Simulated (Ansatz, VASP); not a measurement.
# W in VASP and in Ansatz

```
W
1.0
     0.00000   -1.98648   -1.98648
     0.00000    1.98648   -1.98648
     3.97296    0.00000    0.00000
W
2
Direct
  0.51017 0.48983 0.49315
  0.98983 0.01017 0.00685
```

Change from the starting cell: mode 4 frozen in at -0.040 Å and mode 6 at -0.027 Å (largest displacements).

Alike in both runs: task single point; functional LDA; k mesh 16 × 16 × 12; occupations gaussian, width 0.15 eV; no spin polarisation.

|  | VASP | Ansatz |
| --- | --- | --- |
| version | VASP 6.6.1 | Ansatz 0.2.0 |
| potentials or method | VASP PAW LDA potentials, release 64 (W_sv), cutoff 500 eV | scalar-relativistic, plane waves, PAW |
| valence electrons in the cell | 28 | 28 |

|  | VASP | Ansatz | Ansatz less VASP |
| --- | --- | --- | --- |
| gap on the k mesh at the Fermi level (eV) | none | none | - |
| pressure (GPa) | 2.5 | 0.8 | -1.70 |
| traceless stress, the component that is largest in VASP (GPa) | -0.98 | -1.00 | -0.020 |
| rms of the force components (eV/Å) | 0.531 | 0.520 | -0.0108 |

Ansatz warns that its potentials were made for another functional, while VASP's fit it. LDA's correlation is that of Perdew and Zunger in VASP and of Perdew and Wang (1992) in Ansatz. Atom by atom the forces differ by 0.011 eV/Å (rms over components). A gap of «none» marks a metal or a gap that the smearing closes.

Neither program's run includes spin-orbit coupling.
